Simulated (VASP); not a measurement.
Set up this calculation in VASP 6.6.1, as the native input.

- Task: single point
- Functional: r2SCAN
- Potentials or basis: VASP PAW PBE potentials, release 64 (Rb_sv, Br)
- Cutoff: 520 eV
- k mesh: 6 × 6 × 6
- Occupations: gaussian, width 0.01 eV
- Spin: no spin polarisation
- Dipole correction: no
- Further INCAR settings: ALGO = Normal; EDIFF = 1e-06; NBANDS = 15

RbBr:

```
CELL_PARAMETERS angstrom
0.05768 3.51851 3.51851
3.51851 0.05768 3.51851
3.51851 3.51851 0.05768
ATOMIC_POSITIONS crystal
Rb 0.00000 0.00000 0.00000
Br 0.50000 0.50000 0.50000
```

This cell differs from its parent crystal: strain along [111] +2.5%.

The input as run:

POSCAR

```
RbBr
1.0
    0.0576804316      3.5185063249      3.5185063249
    3.5185063249      0.0576804316      3.5185063249
    3.5185063249      3.5185063249      0.0576804316
Rb Br
1 1
Direct
    0.0000000000      0.0000000000      0.0000000000
    0.5000000000      0.5000000000      0.5000000000
```

INCAR.step1

```
SYSTEM = RbBr
  PREC = Accurate
  ENCUT = 520
  ISMEAR = 0
  SIGMA = 0.01
  LREAL = .FALSE.
  LASPH = .TRUE.
  NELM = 80
  NBANDS = 15
  GGA = PE
  ALGO = Normal
  EDIFF = 1E-4
  LWAVE = .TRUE.
  LCHARG = .FALSE.
```

INCAR.step2

```
SYSTEM = RbBr
  PREC = Accurate
  ENCUT = 520
  EDIFF = 1E-6
  ISMEAR = 0
  SIGMA = 0.01
  LREAL = .FALSE.
  LASPH = .TRUE.
  NELM = 80
  ALGO = Normal
  ISIF = 2
  LWAVE = .FALSE.
  LCHARG = .FALSE.
  METAGGA = R2SCAN
  LMIXTAU = .TRUE.
  NBANDS = 15
  ISTART = 1
```

KPOINTS

```
Automatic mesh
0
G
  6 6 6
  0 0 0
```

Potentials or basis: VASP PAW PBE potentials, release 64 (Rb_sv, Br).

Run with:

```bash
$ cat potpaw_PBE.64/Rb_sv/POTCAR potpaw_PBE.64/Br/POTCAR > POTCAR
$ cp INCAR.step1 INCAR
$ mpirun -np 1 vasp_std > vasp.out
$ cp INCAR.step2 INCAR
$ mpirun -np 1 vasp_std > vasp.out
```

It gave:

| Quantity | Value |
| --- | --- |
| Pressure | -0.3 GPa |
| Band gap on the k mesh | 4.81 eV |

Caveat: the cell differs from its parent crystal (strain along [111] +2.5%); the PAW data sets were made with another functional, which shifts forces and pressure a little.

It took 3.6 min on 1 thread of Intel(R) Xeon(R) Platinum 8488C (Sapphire Rapids), on a shared host, peak memory 0.27 GiB.
